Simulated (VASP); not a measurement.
# Te2As3 (P-3m1) in VASP: a series of runs, part 2 of 2

VASP 6.6.1. Earlier steps stand in the parts before.

## 3. Single point, PBE

This run uses another cell than the first one, of 27.17 Å³/atom.

Input file INCAR:

```
ALGO = Normal ; EDIFF = 1E-6
ENCUT = 520 ; GGA = PE
ISIF = 2 ; ISMEAR = 0
LASPH = True ; LCHARG = True
LELF = True ; LREAL = False
LVHAR = True ; LWAVE = False
NBANDS = 22 ; NELM = 60
PREC = Accurate ; SIGMA = 0.1
```

Input file KPOINTS:

```
k-points
0
Gamma
  6 6 4
```

Input file POSCAR:

```
Te2As3
1.0
    5.1446081008      0.0000000000      0.0000000000
   -2.5723040504      4.4553613078      0.0000000000
    0.0000000000      0.0000000000      5.9258894961
Te As
2 3
Direct
    0.3333333333      0.6666666667      0.2358092823
    0.6666666667      0.3333333333      0.7641907177
    0.3333333333      0.6666666667      0.7726458488
    0.6666666667      0.3333333333      0.2273541512
    0.0000000000      0.0000000000      0.0000000000
```

Potentials or basis: VASP PAW PBE potentials, release 64 (Te, As).

Run with:

```console
cat potpaw_PBE.64/Te/POTCAR potpaw_PBE.64/As/POTCAR > POTCAR
mpirun -np 1 vasp_std > vasp.out
```

OUTCAR:

```text
EDIFF = 1E-6
   ENCUT = 520
   GGA = PE
   ISIF = 2
   ISMEAR = 0
   LASPH = True
   LREAL = False
   NELM = 60
   PREC = Accurate

 ion  position               nearest neighbor table
   1  0.333  0.667  0.236-   3 2.74   4 2.97   4 2.97   4 2.97   3 3.18   5 3.28   5 3.28   5 3.28

   2  0.667  0.333  0.764-   4 2.74   3 2.97   3 2.97   3 2.97   4 3.18   5 3.28   5 3.28   5 3.28

   3  0.333  0.667  0.773-   1 2.74   2 2.97   2 2.97   2 2.97   1 3.18
   4  0.667  0.333  0.227-   2 2.74   1 2.97   1 2.97   1 2.97   2 3.18
   5  0.000  0.000  0.000-   2 3.28   1 3.28   2 3.28   1 3.28   2 3.28   1 3.28

  LATTYP: Found a hexagonal cell.
 ALAT       =     5.1446081008
 C/A-ratio  =     1.1518641226

  Lattice vectors:

 A1 = (   5.1446081008,   0.0000000000,   0.0000000000)
 A2 = (  -2.5723040504,   4.4553613078,   0.0000000000)
 A3 = (   0.0000000000,   0.0000000000,   5.9258894961)

Analysis of symmetry for initial positions (statically):
=====================================================================
 Subroutine PRICEL returns:
 Original cell was already a primitive cell.

 Routine SETGRP: Setting up the symmetry group for a
 hexagonal supercell.

 Subroutine GETGRP returns: Found 12 space group operations
 (whereof 12 operations were pure point group operations)
 out of a pool of 24 trial point group operations.

The static configuration has the point symmetry D_3d.

Analysis of symmetry for dynamics (positions and initial velocities):
=====================================================================
 Subroutine PRICEL returns:
 Original cell was already a primitive cell.

 Routine SETGRP: Setting up the symmetry group for a
[... 125 lines left out ...]
   EFERMI =   0.00;   METHOD = LEGACY
   ISMEAR =     0;   SIGMA  =   0.10  broadening in eV -4-tet -1-fermi 0-gaus
   EFERMI_NEDOS =   21; number of points for ismear=-14 and -15
   IALGO  =     38    algorithm
   IMIX   =      4    mixing-type and parameters
     AMIX     =   0.40;   BMIX     =  1.00
     AMIX_MAG =   1.60;   BMIX_MAG =  1.00
  volume/ion in A,a.u.               =      27.17       183.32
  Fermi-wavevector in a.u.,A,eV,Ry     =   0.955432  1.805505 12.420085  0.912850
  Thomas-Fermi vector in A             =   2.084269
   LORBIT       =      0    0 simple, 1 ext, 2 COOP (PROOUT), +10 PAW based schemes
   GGA     = PE    functional components
   LHFCALC =     F    Hartree Fock is set to
   AEXX    =    0.0000 exact exchange contribution
   IVDW    =     0    specifies the selected vdW correction
   LEPSILON=     F    determine dielectric tensor
   LRPA    =     F    only Hartree local field effects (RPA)
 non-spin polarized calculation
 Gauss-broadening in eV      SIGMA  =   0.10
  energy-cutoff  :      520.00
  volume of cell :      135.83
 maximum number of plane-waves:      3681
 NGX is ok and might be reduce to    40
   NGX = 19   NGY = 19   NGZ = 23

 number of electron      27.0000000 magnetization

 Free energy of the ion-electron system (eV)
  ---------------------------------------------------
  ext. energy  EPLUGINS =         0.00000000
  ---------------------------------------------------
  free energy    TOTEN  =       -18.36472752 eV

  energy without entropy =      -18.35209298  energy(sigma->0) =      -18.35841025

 E-fermi :   5.5543     XC(G=0):  -9.3874

 val. band max:        5.5506254968   @ k =   0.5000  -0.0000   0.5000
 cond. band min:       5.5783925230   @ k =   0.3333   0.3333   0.5000
 fundamental gap:      0.0277670263
 Fermi energy:         5.5542894628

 k-point     1 :       0.0000    0.0000    0.0000
  band No.  band energies     occupation
      1      -8.8336      2.00000
      2      -6.0166      2.00000
      3      -4.7954      2.00000
      4      -4.1580      2.00000
      5      -2.1359      2.00000
      6      -0.2268      2.00000
[... 589 lines left out ...]
     21      10.4483      0.00000
     22      10.6822      0.00000

------------------------ aborting loop because EDIFF is reached ----------------------------------------

  FORCE on cell =-STRESS in cart. coord.  units (eV):
  Direction    XX          YY          ZZ          XY          YZ          ZX
  --------------------------------------------------------------------------------------
  -------------------------------------------------------------------------------------
  Total       -0.1813830     -0.1813830     -0.0471662      0.0000000     -0.0000000      0.0000000
  in kB       -2.1395306     -2.1395306     -0.5563561      0.0000000     -0.0000000      0.0000000
  external PRESSURE =      -1.6118058 kB  Pullay stress =       0.0000000 kB

 VOLUME and BASIS-vectors are now :
 -----------------------------------------------------------------------------
  energy-cutoff  :      520.00
  volume of cell :      135.83
      direct lattice vectors                 reciprocal lattice vectors
     5.144608101  0.000000000  0.000000000     0.194378266  0.112224344  0.000000000
    -2.572304050  4.455361308  0.000000000     0.000000000  0.224448688  0.000000000
     0.000000000  0.000000000  5.925889496     0.000000000  0.000000000  0.168751037

 POSITION                                       TOTAL-FORCE (eV/Angst)
 -----------------------------------------------------------------------------------
     -0.00000      2.97024      1.39738        -0.000000      0.000000     -0.012445
      2.57230      1.48512      4.52851         0.000000      0.000000      0.012445
     -0.00000      2.97024      4.57861         0.000000      0.000000      0.009916
      2.57230      1.48512      1.34728        -0.000000     -0.000000     -0.009916
      0.00000      0.00000      0.00000        -0.000000      0.000000     -0.000000
 -----------------------------------------------------------------------------------
    total drift:                                0.000000     -0.000000     -0.000000

  FREE ENERGIE OF THE ION-ELECTRON SYSTEM (eV)
  ---------------------------------------------------
  free  energy   TOTEN  =       -18.3647275203 eV

  energy  without entropy=      -18.3520929750  energy(sigma->0) =      -18.35841025
```

stdout:

```text
POSCAR found type information on POSCAR TeAs
 POSCAR found :  2 types and       5 ions
 scaLAPACK will be used
 LDA part: xc-table for (Slater+PW92), standard interpolation
 POSCAR, INCAR and KPOINTS ok, starting setup
 FFT: planning ... GRIDC
 FFT: planning ... GRID_SOFT
 FFT: planning ... GRID
 WAVECAR not read
 entering main loop
```

It took 50 s on 1 thread of Intel Xeon Platinum 8488C (Sapphire Rapids), shared host; peak memory 0.28 GiB.

What came out:

- Free energy: -18.3647 eV
- Pressure: -0.2 GPa
- Largest force: 0.012 eV/Å
- Band gap on the k mesh: zero (an odd number of electrons rules out a gap without spin polarisation)

Forces on the atoms (eV/Å):
```
Te   0.000  0.000 -0.012
Te   0.000  0.000  0.012
As   0.000  0.000  0.010
As   0.000  0.000 -0.010
As   0.000  0.000  0.000
```

Stress tensor (GPa, compression positive):
```
-0.21  0.00  0.00
 0.00 -0.21  0.00
 0.00  0.00 -0.06
```

Caveat: spin-orbit coupling is left out, which moves the levels of the heavy elements; an odd number of electrons without spin polarisation forces a metal; a magnetic or distorted state may lie lower.

The gap in the log of VASP goes by the Fermi energy; the results here count the filled bands.